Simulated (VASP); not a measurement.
# CdS in VASP: further runs, part 2 of 2

VASP 6.6.1. Earlier steps stand in the parts before.

### 3 Single point, PBE, collinear spin

This run uses another cell than the first one.

Contents of INCAR:

```
SYSTEM = CdS
ALGO = Normal
EDIFF = 1E-6
ENCUT = 520
GGA = PE
ISIF = 2
ISMEAR = 0
ISPIN = 2
LASPH = .TRUE.
LCHARG = .TRUE.
LELF = .TRUE.
LORBIT = 11
LREAL = .FALSE.
LVHAR = .TRUE.
LWAVE = .FALSE.
MAGMOM = 0.5 0.5
NBANDS = 20
NELM = 150
PREC = Accurate
SIGMA = 0.05
```

Contents of KPOINTS:

```
k-points
0
G
  1 1 16
  0 0 0
```

Contents of POSCAR:

```
CdS
1.0
   10.0000000000      0.0000000000      0.0000000000
    0.0000000000      9.3000000000      0.0000000000
    0.0000000000      0.0000000000      4.3674413529
Cd S
1 1
Direct
    0.4583107566      0.5000000000      0.0000000000
    0.5416892434      0.5000000000      0.5000000000
```

Potentials or basis: VASP PAW PBE potentials, release 64 (Cd, S).

Run with:

```bash
$ cat potpaw_PBE.64/Cd/POTCAR potpaw_PBE.64/S/POTCAR > POTCAR
$ mpirun -np 1 vasp_std > vasp.out
```

Run time: 3 min. Hardware: 1 thread of Intel Xeon 6975P-C (Granite Rapids), shared host; peak memory 0.58 GiB.

Results (log left out):

| Item | Value |
| --- | --- |
| Free energy | -4.6914 eV |
| Largest force | 0.059 eV/Å |
| Band gap on the k mesh | 2.00 eV (least direct gap 2.68 eV) |
| Net moment | 0.00 μB per cell |
| Valence electrons inside the program's atomic spheres | Cd 10.31; S 3.69 |

Forces in eV/Å, atoms in the order of the input:
```
Cd  -0.059  0.000  0.000
S    0.059  0.000  0.000
```

Levels at points of the mesh, in eV from the valence-band top:
Spin up:
| k point | band 7 | band 8 | band 9 | band 10 | band 11 | band 12 |
| --- | --- | --- | --- | --- | --- | --- |
| (0.00, 0.00, 0.00) | -1.34 | -1.34 | -0.75 | 2.00 | 4.43 | 5.05 |
| (0.00, 0.00, 0.50) | -3.60 | -0.73 | 0.00 | 2.68 | 4.20 | 6.03 |
Spin down:
```tsv
k point	band 5	band 6	band 7	band 8	band 9	band 10	band 11	band 12	band 13	band 14
(0.00, 0.00, 0.00)	-7.67	-7.22	-1.34	-1.34	-0.75	2.00	4.43	5.05	5.30	6.11
(0.00, 0.00, 0.50)	-7.70	-7.43	-3.60	-0.73	0.00	2.68	4.20	6.03	6.72	7.59
```

### 4 Single point, PBE, collinear spin

This run uses another cell than the first one.

Contents of INCAR:

```
SYSTEM = CdS
  ALGO = Normal
  EDIFF = 1E-7
  ENCUT = 520
  GGA = PE
  ISIF = 2
  ISMEAR = 0
  ISPIN = 2
  LASPH = .True.
  LCHARG = .False.
  LORBIT = 11
  LREAL = .False.
  LWAVE = .False.
  MAGMOM = 0.5 0.5
  NBANDS = 20
  NELM = 150
  PREC = Accurate
  SIGMA = 0.05
```

Contents of KPOINTS:

```
k-points
0
Gamma
  1 1 26
  0 0 0
```

Contents of POSCAR:

```
CdS
1.0
   11.1000000000      0.0000000000      0.0000000000
    0.0000000000      9.3000000000      0.0000000000
    0.0000000000      0.0000000000      2.6326119024
Cd S
1 1
Direct
    0.3959935447      0.5000000000      0.0000000000
    0.6040064553      0.5000000000      0.5000000000
```

Potentials or basis: VASP PAW PBE potentials, release 64 (Cd, S).

Run with:

```bash
$ cat potpaw_PBE.64/Cd/POTCAR potpaw_PBE.64/S/POTCAR > POTCAR
$ mpirun -np 1 vasp_std > vasp.out
```

OUTCAR:

```text
SYSTEM = CdS
   EDIFF = 1E-7
   ENCUT = 520
   GGA = PE
   ISIF = 2
   ISMEAR = 0
   ISPIN = 2
   LASPH = .True.
   LORBIT = 11
   LREAL = .False.
   NELM = 150
   PREC = Accurate

 ion  position               nearest neighbor table
   1  0.396  0.500  0.000-   2 2.66   2 2.66
   2  0.604  0.500  0.500-   1 2.66   1 2.66

  LATTYP: Found a simple orthorhombic cell.
 ALAT       =     2.6326119024
 B/A-ratio  =     3.5326133683
 C/A-ratio  =     4.2163449880

  Lattice vectors:

[... 845 lines left out ...]
  in kB        0.1733510      0.0346409      0.9381276      0.0000000      0.0000000      0.0000000
  external PRESSURE =       0.3820399 kB  Pullay stress =       0.0000000 kB

 VOLUME and BASIS-vectors are now :
 -----------------------------------------------------------------------------
  energy-cutoff  :      520.00
  volume of cell :      271.76
      direct lattice vectors                 reciprocal lattice vectors
    11.100000000  0.000000000  0.000000000     0.090090090  0.000000000  0.000000000
     0.000000000  9.300000000  0.000000000     0.000000000  0.107526882  0.000000000
     0.000000000  0.000000000  2.632611902     0.000000000  0.000000000  0.379850900

 POSITION                                       TOTAL-FORCE (eV/Angst)
 -----------------------------------------------------------------------------------
      4.39553      4.65000      0.00000        -0.035069      0.000000      0.000000
      6.70447      4.65000      1.31631         0.035069      0.000000      0.000000
 -----------------------------------------------------------------------------------
    total drift:                                0.000092      0.000000     -0.000000

  FREE ENERGIE OF THE ION-ELECTRON SYSTEM (eV)
  ---------------------------------------------------
  free  energy   TOTEN  =        -3.7821213739 eV

  energy  without entropy=       -3.7810333557  energy(sigma->0) =       -3.78157736

 total charge

# of ion       s       p       d       tot
------------------------------------------
    1        0.566   0.249   9.518  10.333
    2        1.396   2.160   0.000   3.556
--------------------------------------------------
tot          1.962   2.409   9.518  13.889

 magnetization (x)

# of ion       s       p       d       tot
------------------------------------------
    1       -0.001  -0.003   0.001  -0.003
    2        0.003   0.099   0.000   0.102
--------------------------------------------------
tot          0.001   0.096   0.001   0.099
```

OSZICAR:

```text
N       E                     dE             d eps       ncg     rms          rms(c)
DAV:   1     0.118750589906E+03    0.11875E+03   -0.56505E+03  1120   0.614E+02
DAV:   2     0.626718511151E+01   -0.11248E+03   -0.10230E+03  1352   0.159E+02
DAV:   3    -0.425744983766E+01   -0.10525E+02   -0.10289E+02  1352   0.501E+01
DAV:   4    -0.444594188433E+01   -0.18849E+00   -0.18830E+00  1384   0.669E+00
[... 17 lines left out ...]
DAV:  22    -0.378211755404E+01   -0.40670E-05   -0.52379E-07  1068   0.129E-03    0.298E-04
DAV:  23    -0.378211940442E+01   -0.18504E-05   -0.16956E-07   968   0.750E-04    0.198E-04
DAV:  24    -0.378212115792E+01   -0.17535E-05   -0.20844E-07   944   0.648E-04    0.107E-04
DAV:  25    -0.378212134276E+01   -0.18484E-06   -0.21412E-08  1040   0.309E-04    0.491E-05
DAV:  26    -0.378212137390E+01   -0.31132E-07   -0.23589E-09  1024   0.155E-04
   1 F= -.37821214E+01 E0= -.37815774E+01  d E =-.108802E-02  mag=     0.1538
```

stdout:

```text
POSCAR found type information on POSCAR CdS
 POSCAR found :  2 types and       2 ions
 scaLAPACK will be used
 LDA part: xc-table for (Slater+PW92), standard interpolation
 POSCAR, INCAR and KPOINTS ok, starting setup
 FFT: planning ... GRIDC
 FFT: planning ... GRID_SOFT
 FFT: planning ... GRID
 WAVECAR not read
 entering main loop
```

Run time: 2.5 min. Hardware: 1 thread of Intel Xeon 6975P-C (Granite Rapids), shared host; peak memory 0.46 GiB.

What came out:

```
Free energy                                           : -3.7821 eV
Largest force                                         : 0.035 eV/Å
Net moment                                            : 0.15 μB per cell
Site moments                                          : Cd -0.00; S +0.10 μB
Valence electrons inside the program's atomic spheres : Cd 10.33; S 3.56
```

Forces on the atoms (eV/Å):
```
Cd  -0.035  0.000  0.000
S    0.035  0.000  0.000
```

Levels at points of the mesh, in eV from the Fermi level:
Spin up:
```tsv
k point	band 5	band 6	band 7	band 8	band 9	band 10	band 11	band 12	band 13	band 14
(0.00, 0.00, 0.00)	-7.81	-7.77	-4.70	-2.36	-1.32	1.99	3.63	4.14	4.36	5.25
(0.00, 0.00, 0.50)	-8.17	-7.55	-4.69	-1.21	-0.12	3.00	3.06	6.05	6.39	8.61
```
Spin down:
```csv
k point,band 6,band 7,band 8,band 9,band 10,band 11,band 12,band 13
"(0.00, 0.00, 0.00)",-7.77,-4.68,-2.12,-1.30,2.01,3.70,4.16,4.36
"(0.00, 0.00, 0.50)",-7.55,-4.66,-1.16,0.20,2.99,3.08,6.07,6.39
```

### 5 Overview

| cell | k mesh | gap on the mesh (eV) | moment (μB) | largest force (eV/Å) |
| --- | --- | --- | --- | --- |
| a = 11.100, b = 9.300, c = 2.448 Å, 2 atoms, atomic positions A | 1 × 1 × 26 | none | 0.13 | 2.39 |
| a = 10.000, b = 9.300, c = 4.367 Å, 2 atoms, atomic positions B | 1 × 1 × 16 | 2.00 | 0.00 | 0.06 |
| a = 11.100, b = 9.300, c = 2.633 Å, 2 atoms, atomic positions C | 1 × 1 × 26 | none | 0.15 | 0.04 |

Alike in all rows: task single point; level PBE; potentials or basis VASP PAW PBE potentials, release 64 (Cd, S); spin collinear; cutoff (eV) 520; smearing gaussian 0.05 eV.

Absolute energies hang on the potentials; compare differences alone.
